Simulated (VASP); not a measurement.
# ScSbS3 (P4/mmm) in VASP: notebook

Runs on ScSbS3. Level: PBE. Tasks: single point.

Everything below comes from runs of VASP 6.6.1. Logs are shortened: lines on timing, memory, paths and dates and some standing lists are left out, and cuts for length are marked.

### Step 1. The cell of the first run

It takes space group P4/mmm (No. 123, tetragonal). The conventional cell has a = 4.043 Å, b = 4.043 Å, c = 8.015 Å, α = 90.00°, β = 90.00°, γ = 90.00°. Within 3.8 Å of Sc (site symmetry 4/mmm) lie 4 Sb at 2.86 Å and 8 S at 3.59 Å. Sb (site symmetry 4/mmm) has 2 S at 2.17 Å and 4 Sc at 2.86 Å within 2.9 Å. Within 2.4 Å of S (site symmetry 4mm) lie 1 S at 1.84 Å and 1 Sb at 2.17 Å. Within 2.4 Å of S (site symmetry 4/mmm) lie 2 S at 1.84 Å.

### Step 2. Single point, PBE

Input file INCAR:

```
ALGO = Normal
EDIFF = 1E-6
ENCUT = 500
GGA = PE
GGA_COMPAT = False
ISIF = 2
ISMEAR = 0
LASPH = True
LCHARG = False
LREAL = False
LWAVE = False
NBANDS = 30
NELM = 120
PREC = Accurate
SIGMA = 0.1
```

Input file KPOINTS:

```
k-points
0
Gamma
  4 4 2
```

Input file POSCAR:

```
ScSbS3
1.0
    4.0430436000      0.0000000000      0.0000000000
    0.0000000000      4.0430436000      0.0000000000
    0.0000000000      0.0000000000      8.0147532700
Sc Sb S
1 1 3
Direct
    0.0000000000      0.0000000000      0.5000000000
    0.5000000000      0.5000000000      0.5000000000
    0.5000000000      0.5000000000      0.7710198300
    0.5000000000      0.5000000000      0.2289801700
    0.5000000000      0.5000000000      0.0000000000
```

Potentials or basis: VASP PAW PBE potentials, release 64 (Sc_sv, Sb_d_GW, S).

Launch:

```bash
$ cat potpaw_PBE.64/Sc_sv/POTCAR potpaw_PBE.64/Sb_d_GW/POTCAR potpaw_PBE.64/S/POTCAR > POTCAR
$ mpirun -np 1 vasp_std > vasp.out
```

OUTCAR:

```text
EDIFF = 1E-6
   ENCUT = 500
   GGA = PE
   ISIF = 2
   ISMEAR = 0
   LASPH = True
   LREAL = False
   NELM = 120
   PREC = Accurate

 ion  position               nearest neighbor table
   1  0.000  0.000  0.500-   2 2.86   2 2.86   2 2.86   2 2.86
   2  0.500  0.500  0.500-   3 2.17   4 2.17   1 2.86   1 2.86   1 2.86   1 2.86
   3  0.500  0.500  0.771-   5 1.84   2 2.17
   4  0.500  0.500  0.229-   5 1.84   2 2.17
   5  0.500  0.500  0.000-   3 1.84   4 1.84

  LATTYP: Found a simple tetragonal cell.
 ALAT       =     4.0430436000
 C/A-ratio  =     1.9823563787

  Lattice vectors:

 A1 = (   4.0430436000,   0.0000000000,   0.0000000000)
 A2 = (   0.0000000000,   4.0430436000,   0.0000000000)
 A3 = (   0.0000000000,   0.0000000000,   8.0147532700)

Analysis of symmetry for initial positions (statically):
=====================================================================
 Subroutine PRICEL returns:
 Original cell was already a primitive cell.

 Routine SETGRP: Setting up the symmetry group for a
 simple tetragonal supercell.

 Subroutine GETGRP returns: Found 16 space group operations
 (whereof 16 operations were pure point group operations)
 out of a pool of 16 trial point group operations.

The static configuration has the point symmetry D_4h.

Analysis of symmetry for dynamics (positions and initial velocities):
=====================================================================
 Subroutine PRICEL returns:
 Original cell was already a primitive cell.

 Routine SETGRP: Setting up the symmetry group for a
 simple tetragonal supercell.

 Subroutine GETGRP returns: Found 16 space group operations
 (whereof 16 operations were pure point group operations)
 out of a pool of 16 trial point group operations.

The dynamic configuration has the point symmetry D_4h.

 Subroutine INISYM returns: Found 16 space group operations
 (whereof 16 operations are pure point group operations),
 and found     1 'primitive' translations

----------------------------------------------------------------------------------------

                                     Primitive cell

  volume of cell :     131.0108

  direct lattice vectors                    reciprocal lattice vectors
     4.043043600  0.000000000  0.000000000     0.247338416  0.000000000  0.000000000
     0.000000000  4.043043600  0.000000000     0.000000000  0.247338416  0.000000000
     0.000000000  0.000000000  8.014753270     0.000000000  0.000000000  0.124769904

  length of vectors
     4.043043600  4.043043600  8.014753270     0.247338416  0.247338416  0.124769904

  position of ions in fractional coordinates (direct lattice)
     0.000000000  0.000000000  0.500000000
     0.500000000  0.500000000  0.500000000
     0.500000000  0.500000000  0.771019830
     0.500000000  0.500000000  0.228980170
     0.500000000  0.500000000  0.000000000

  ion indices of the primitive-cell ions
   primitive index   ion index
                 1           1
                 2           2
                 3           3
                 4           4
                 5           5

----------------------------------------------------------------------------------------

 KPOINTS: k-points

Automatic generation of k-mesh.
 Grid dimensions read from file:
 generate k-points for:    4    4    2

 Generating k-lattice:

  Cartesian coordinates                     Fractional coordinates (reciprocal lattice)
     0.061834604  0.000000000  0.000000000     0.250000000  0.000000000  0.000000000
     0.000000000  0.061834604  0.000000000     0.000000000  0.250000000  0.000000000
     0.000000000  0.000000000  0.062384952     0.000000000  0.000000000  0.500000000

  Length of vectors
     0.061834604  0.061834604  0.062384952

  Shift w.r.t. Gamma in fractional coordinates (k-lattice)
     0.000000000  0.000000000  0.000000000

 Subroutine IBZKPT returns following result:
 ===========================================

 Found     12 irreducible k-points:

 Following reciprocal coordinates:
            Coordinates               Weight
  0.000000  0.000000  0.000000      1.000000
  0.250000  0.000000  0.000000      4.000000
  0.500000  0.000000  0.000000      2.000000
  0.250000  0.250000  0.000000      4.000000
  0.500000  0.250000  0.000000      4.000000
  0.500000  0.500000  0.000000      1.000000
  0.000000  0.000000  0.500000      1.000000
  0.250000  0.000000  0.500000      4.000000
  0.500000  0.000000  0.500000      2.000000
  0.250000  0.250000  0.500000      4.000000
  0.500000  0.250000  0.500000      4.000000
  0.500000  0.500000  0.500000      1.000000
   k-points           NKPTS =     12   k-points in BZ     NKDIM =     12   number of bands    NBANDS=     30
   number of dos      NEDOS =    301   number of ions     NIONS =      5
   total plane-waves  NPLWV =  54000
   dimension x,y,z NGX =    30 NGY =   30 NGZ =   60
   dimension x,y,z NGXF=    60 NGYF=   60 NGZF=  120
   ions per type =               1   1   3
   NGX,Y,Z   is equivalent  to a cutoff of  12.34, 12.34, 12.45 a.u.
   NGXF,Y,Z  is equivalent  to a cutoff of  24.67, 24.67, 24.89 a.u.
 SYSTEM =  unknown system
   PREC   = accura    normal or accurate (medium, high low for compatibility)
   ISTART =      0    job   : 0-new  1-cont  2-samecut
   ICHARG =      2    charge: 1-file 2-atom 10-const
   ISPIN  =      1    spin polarized calculation?
   LNONCOLLINEAR =      F non collinear calculations
   LSORBIT =      F    spin-orbit coupling
   LASPH  =      T    aspherical Exc in radial PAW
   ENCUT  =  500.0 eV  36.75 Ry    6.06 a.u.   7.37  7.37 14.61*2*pi/ulx,y,z
   NELM   =    120;   NELMIN=  2; NELMDL= -5     # of ELM steps
   EDIFF  = 0.1E-05   stopping-criterion for ELM
   LREAL  =      F    real-space projection
   EDIFFG = 0.1E-04   stopping-criterion for IOM
   NSW    =      0    number of steps for IOM
   IBRION =     -1    ionic relax: 0-MD 1-quasi-New 2-CG
   NFREE  =      0    steps in history (QN), initial steepest desc. (CG)
   ISIF   =      2    stress and relaxation
   ISYM   =      2    0-nonsym 1-usesym 2-fastsym
   POTIM  = 0.5000    time-step for ionic-motion
   TEBEG  =    0.0;   TEEND  =   0.0 temperature during run
   PSTRESS=    0.0 pullay stress
   NELECT =      44.0000    total number of electrons
   NUPDOWN=      -1.0000    fix difference up-down
   EMIN   =  10.00;   EMAX   =-10.00  energy-range for DOS
   EFERMI =   0.00;   METHOD = LEGACY
   ISMEAR =     0;   SIGMA  =   0.10  broadening in eV -4-tet -1-fermi 0-gaus
   EFERMI_NEDOS =   21; number of points for ismear=-14 and -15
   IALGO  =     38    algorithm
   IMIX   =      4    mixing-type and parameters
     AMIX     =   0.40;   BMIX     =  1.00
     AMIX_MAG =   1.60;   BMIX_MAG =  1.00
  volume/ion in A,a.u.               =      26.20       176.82
  Fermi-wavevector in a.u.,A,eV,Ry     =   1.137951  2.150415 17.618612  1.294931
  Thomas-Fermi vector in A             =   2.274655
   LORBIT       =      0    0 simple, 1 ext, 2 COOP (PROOUT), +10 PAW based schemes
   GGA     = PE    functional components
   LHFCALC =     F    Hartree Fock is set to
   AEXX    =    0.0000 exact exchange contribution
   IVDW    =     0    specifies the selected vdW correction
   LEPSILON=     F    determine dielectric tensor
   LRPA    =     F    only Hartree local field effects (RPA)
 non-spin polarized calculation
 Gauss-broadening in eV      SIGMA  =   0.10
  energy-cutoff  :      500.00
  volume of cell :      131.01
 maximum number of plane-waves:      3373
 NGX is ok and might be reduce to    30
   NGX = 15   NGY = 15   NGZ = 29

 number of electron      44.0000010 magnetization

 Free energy of the ion-electron system (eV)
  ---------------------------------------------------
  ext. energy  EPLUGINS =         0.00000000
  ---------------------------------------------------
  free energy    TOTEN  =       -17.72184332 eV

  energy without entropy =      -17.70904726  energy(sigma->0) =      -17.71544529

 E-fermi :   4.2828     XC(G=0):  -8.5707

 val. band max:        4.2414337415   @ k =   0.0000   0.0000   0.5000
 cond. band min:       4.2942013823   @ k =   0.0000   0.0000   0.0000
 fundamental gap:      0.0527676407
 Fermi energy:         4.2828480015

 k-point     1 :       0.0000    0.0000    0.0000
  band No.  band energies     occupation
      1     -46.4151      2.00000
      2     -25.7878      2.00000
      3     -25.4559      2.00000
      4     -25.4559      2.00000
      5     -25.2813      2.00000
      6     -25.2389      2.00000
[... 22 lines left out ...]
     29       6.2272      0.00000
     30       6.6948      0.00000

 k-point     2 :       0.2500    0.0000    0.0000
  band No.  band energies     occupation
      1     -46.4144      2.00000
      2     -25.8005      2.00000
      3     -25.4664      2.00000
      4     -25.4557      2.00000
      5     -25.3859      2.00000
      6     -25.2437      2.00000
[... 22 lines left out ...]
     29       7.3497      0.00000
     30       7.4220      0.00000

 k-point     3 :       0.5000    0.0000    0.0000
  band No.  band energies     occupation
      1     -46.4136      2.00000
      2     -25.8134      2.00000
      3     -25.4761      2.00000
      4     -25.4563      2.00000
      5     -25.4555      2.00000
      6     -25.2476      2.00000
[... 22 lines left out ...]
     29       7.0851      0.00000
     30       7.8311      0.00000

 k-point     4 :       0.2500    0.2500    0.0000
  band No.  band energies     occupation
      1     -46.4137      2.00000
      2     -25.8008      2.00000
      3     -25.4662      2.00000
      4     -25.4571      2.00000
      5     -25.3837      2.00000
      6     -25.2404      2.00000
[... 220 lines left out ...]
     29       7.5423      0.00000
     30       9.0010      0.00000

 k-point    11 :       0.5000    0.2500    0.5000
  band No.  band energies     occupation
      1     -46.4131      2.00000
      2     -25.7989      2.00000
      3     -25.4675      2.00000
      4     -25.4570      2.00000
      5     -25.3888      2.00000
      6     -25.2361      2.00000
[... 22 lines left out ...]
     29       7.1227      0.00000
     30       7.8188      0.00000

 k-point    12 :       0.5000    0.5000    0.5000
  band No.  band energies     occupation
      1     -46.4127      2.00000
      2     -25.7842      2.00000
      3     -25.4584      2.00000
      4     -25.4584      2.00000
      5     -25.2821      2.00000
      6     -25.2220      2.00000
[... 22 lines left out ...]
     29       6.5218      0.00000
     30       6.7794      0.00000

------------------------ aborting loop because EDIFF is reached ----------------------------------------

  FORCE on cell =-STRESS in cart. coord.  units (eV):
  Direction    XX          YY          ZZ          XY          YZ          ZX
  --------------------------------------------------------------------------------------
  -------------------------------------------------------------------------------------
  Total        0.0138795      0.0138795     55.5447911      0.0000000      0.0000000      0.0000000
  in kB        0.1697379      0.1697379    679.2770056      0.0000000      0.0000000      0.0000000
  external PRESSURE =     226.5388271 kB  Pullay stress =       0.0000000 kB

 VOLUME and BASIS-vectors are now :
 -----------------------------------------------------------------------------
  energy-cutoff  :      500.00
  volume of cell :      131.01
      direct lattice vectors                 reciprocal lattice vectors
     4.043043600  0.000000000  0.000000000     0.247338416  0.000000000  0.000000000
     0.000000000  4.043043600  0.000000000     0.000000000  0.247338416  0.000000000
     0.000000000  0.000000000  8.014753270     0.000000000  0.000000000  0.124769904

 POSITION                                       TOTAL-FORCE (eV/Angst)
 -----------------------------------------------------------------------------------
      0.00000      0.00000      4.00738         0.000000     -0.000000      0.000000
      2.02152      2.02152      4.00738         0.000000     -0.000000      0.000000
      2.02152      2.02152      6.17953        -0.000000      0.000000     -0.642623
      2.02152      2.02152      1.83522         0.000000      0.000000      0.642623
      2.02152      2.02152      0.00000         0.000000     -0.000000      0.000000
 -----------------------------------------------------------------------------------
    total drift:                                0.000000      0.000000      0.000000

  FREE ENERGIE OF THE ION-ELECTRON SYSTEM (eV)
  ---------------------------------------------------
  free  energy   TOTEN  =       -17.7218433225 eV

  energy  without entropy=      -17.7090472576  energy(sigma->0) =      -17.71544529
```

Wall time 33 s (1 thread of Intel Xeon 6975P-C (Granite Rapids), shared host); peak memory 0.24 GiB.

Results:

| Item | Value |
| --- | --- |
| Free energy | -17.7218 eV |
| Pressure | 22.7 GPa |
| Largest force | 0.643 eV/Å |
| Band gap on the k mesh | zero (band 22 reaches 4.87 eV, above the bottom of band 23 at 2.51 eV) |

Forces on the atoms (eV/Å):
```
Sc   0.000  0.000  0.000
Sb   0.000  0.000  0.000
S    0.000  0.000 -0.643
S    0.000  0.000  0.643
S    0.000  0.000  0.000
```

Stress tensor (GPa, compression positive):
```
 0.02  0.00  0.00
 0.00  0.02  0.00
 0.00  0.00 67.93
```

Levels at points of the mesh, in eV from the Fermi level:
| k point | band 18 | band 19 | band 20 | band 21 | band 22 | band 23 | band 24 | band 25 | band 26 | band 27 |
| --- | --- | --- | --- | --- | --- | --- | --- | --- | --- | --- |
| (0.00, 0.00, 0.00) | -3.52 | -2.23 | -2.23 | -1.03 | 0.01 | 0.11 | 0.49 | 1.01 | 1.01 | 1.88 |
| (0.50, 0.00, 0.00) | -4.66 | -3.33 | -3.01 | -0.54 | 0.30 | 0.65 | 0.83 | 1.09 | 1.11 | 1.82 |
| (0.50, 0.50, 0.00) | -4.52 | -3.96 | -3.96 | 0.44 | 0.59 | 0.59 | 0.61 | 0.61 | 0.68 | 1.10 |
| (0.00, 0.00, 0.50) | -4.25 | -2.61 | -1.03 | -0.68 | -0.68 | -0.04 | -0.04 | 0.28 | 0.49 | 1.34 |
| (0.50, 0.00, 0.50) | -4.03 | -2.83 | -2.55 | -1.64 | -1.45 | -0.24 | 0.53 | 0.82 | 0.99 | 1.32 |
| (0.50, 0.50, 0.50) | -4.05 | -2.31 | -1.86 | -1.86 | -1.78 | -1.78 | 0.54 | 1.12 | 1.36 | 1.36 |

Caveat: the k points lie up to 0.39 Å⁻¹ apart; spin-orbit coupling is left out, which moves the levels of the heavy elements.

### Step 3. Single point, PBE

This run uses another cell than the first one, of 30.76 Å³/atom, 1.174 times its volume.

Input file INCAR:

```
SYSTEM = ScSbS3
ALGO = Normal ; EDIFF = 1E-6
ENCUT = 500 ; GGA = PE
GGA_COMPAT = .False. ; ISIF = 2
ISMEAR = 0 ; LASPH = .True.
LCHARG = .False. ; LREAL = .False.
LWAVE = .False. ; NBANDS = 30
NELM = 120 ; PREC = Accurate
SIGMA = 0.1
```

Input file KPOINTS:

```
k-points
0
Gamma
  4 4 2
  0 0 0
```

Input file POSCAR:

```
ScSbS3
1.0
    4.0306657033      0.0000000000      0.0000000000
    0.0000000000      4.0306657033      0.0000000000
    0.0000000000      0.0000000000      9.4677904149
Sc Sb S
1 1 3
Direct
    0.0000000000      0.0000000000      0.5000000000
    0.5000000000      0.5000000000      0.5000000000
    0.5000000000      0.5000000000      0.7742621650
    0.5000000000      0.5000000000      0.2257378350
    0.5000000000      0.5000000000      0.0000000000
```

Potentials or basis: VASP PAW PBE potentials, release 64 (Sc_sv, Sb_d_GW, S).

Launch:

```bash
$ cat potpaw_PBE.64/Sc_sv/POTCAR potpaw_PBE.64/Sb_d_GW/POTCAR potpaw_PBE.64/S/POTCAR > POTCAR
$ mpirun -np 1 vasp_std > vasp.out
```

It took 65 s on 1 thread of Intel Xeon Platinum 8259CL at 2.50GHz (Skylake/Cascade Lake), shared host; peak memory 0.27 GiB.

It converged, with:

| Quantity | Value |
| --- | --- |
| Free energy | -21.2793 eV |
| Pressure | -0.1 GPa |
| Largest force | 0.056 eV/Å |
| Band gap on the k mesh | zero (band 22 reaches 2.19 eV, above the bottom of band 23 at 1.13 eV) |

Forces in eV/Å, atoms in the order of the input:
```
Sc   0.000  0.000  0.000
Sb   0.000  0.000  0.000
S    0.000  0.000  0.056
S    0.000  0.000 -0.056
S    0.000  0.000  0.000
```

Stress tensor (GPa, compression positive):
```
-0.01  0.00  0.00
 0.00 -0.01  0.00
 0.00  0.00 -0.34
```

Levels at points of the mesh, in eV from the Fermi level:
```tsv
k point	band 20	band 21	band 22	band 23	band 24	band 25
(0.00, 0.00, 0.00)	-0.74	-0.46	-0.45	0.34	0.93	1.23
(0.50, 0.00, 0.00)	-1.26	-0.46	-0.20	0.04	0.74	1.29
(0.50, 0.50, 0.00)	-2.57	-0.06	0.17	0.17	0.85	0.85
(0.00, 0.00, 0.50)	-0.45	0.17	0.17	0.44	0.44	0.93
(0.50, 0.00, 0.50)	-2.06	-0.89	-0.73	0.48	1.02	1.29
(0.50, 0.50, 0.50)	-1.34	-1.34	-0.89	-0.89	1.20	1.23
```

Caveat: the k points lie up to 0.39 Å⁻¹ apart; spin-orbit coupling is left out, which moves the levels of the heavy elements.
